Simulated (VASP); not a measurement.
# In: single point with SCAN

The system is In.

```
In
1.0
     3.33548    0.00000    0.00000
    -1.66774    2.88861    0.00000
     0.00000    0.00000    5.50914
In
2
Direct
  0.66667 0.33333 0.75000
  0.33333 0.66667 0.25000
```

This isn't the form of In at room conditions, which is tetragonal.

```yaml
Program: VASP 6.6.1
Task: single point
Functional: SCAN
Potentials_or_basis: VASP PAW PBE potentials, release 64 (In_d)
Cutoff: 440 eV
k_mesh: 11 × 11 × 6
Occupations: methfessel-paxton, width 0.1 eV
Spin: no spin polarisation
```

```yaml
Pressure: -0.4 GPa
Band_gap_on_the_k_mesh: zero (bands 13 and 14 overlap by 6.23 eV)
```

Stress tensor (GPa, compression positive):
```
-0.26  0.00  0.00
 0.00 -0.26  0.00
 0.00  0.00 -0.75
```

Levels at points of the mesh, in eV from the Fermi level:
```tsv
k point	band 11	band 12	band 13	band 14	band 15	band 16
(0.00, 0.00, 0.00)	-10.00	-4.69	-3.56	8.76	8.76	10.70
(0.00, 0.00, 0.50)	-8.57	-8.57	3.06	3.06	9.83	9.83
```

Run time: 3.8 min on 1 thread of AMD EPYC 9R45 96-Core Processor (Zen 5), with other jobs on the host, peak memory 0.16 GiB.

Caveat: the PAW data sets were made with another functional, which shifts forces and pressure a little; spin-orbit coupling is left out, which moves the levels of the heavy elements.
